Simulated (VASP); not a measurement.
BeTe, 2 atoms in the cell. Symmetry: F-43m, No. 216, cubic system. The conventional cell has a = 5.751 Å, b = 5.751 Å, c = 5.751 Å, α = 90.00°, β = 90.00°, γ = 90.00°. Te (site symmetry -43m) has 4 Be at 2.49 Å within 3.3 Å. Within 3.3 Å of Be (site symmetry -43m) lie 4 Te at 2.49 Å. 

* Program: VASP 6.6.1
* Task: single point
* Functional: BLYP
* Potentials or basis: VASP PAW PBE potentials, release 64 (Te, Be)
* Cutoff: 520 eV
* k mesh: 8 × 8 × 8
* Occupations: fermi-dirac, width 0.05 eV
* Spin: no spin polarisation
* Dipole correction: no
* Further INCAR settings: ALGO = Normal; EDIFF = 1e-06; NBANDS = 11

Potentials or basis: VASP PAW PBE potentials, release 64 (Te, Be).

Launch:

```sh
$ cat potpaw_PBE.64/Te/POTCAR potpaw_PBE.64/Be/POTCAR > POTCAR
$ mpirun -np 1 vasp_std > vasp.out
```

Hardware: 1 thread of AMD EPYC 7R13 Processor (Zen 3), with other jobs on the host.

Problem. How long does it take, and how much memory?

Solution. Wall time 20 s on 1 thread of AMD EPYC 7R13 Processor (Zen 3), with other jobs on the host, peak memory 0.14 GiB. Counts: scf iterations 11, k points 29.
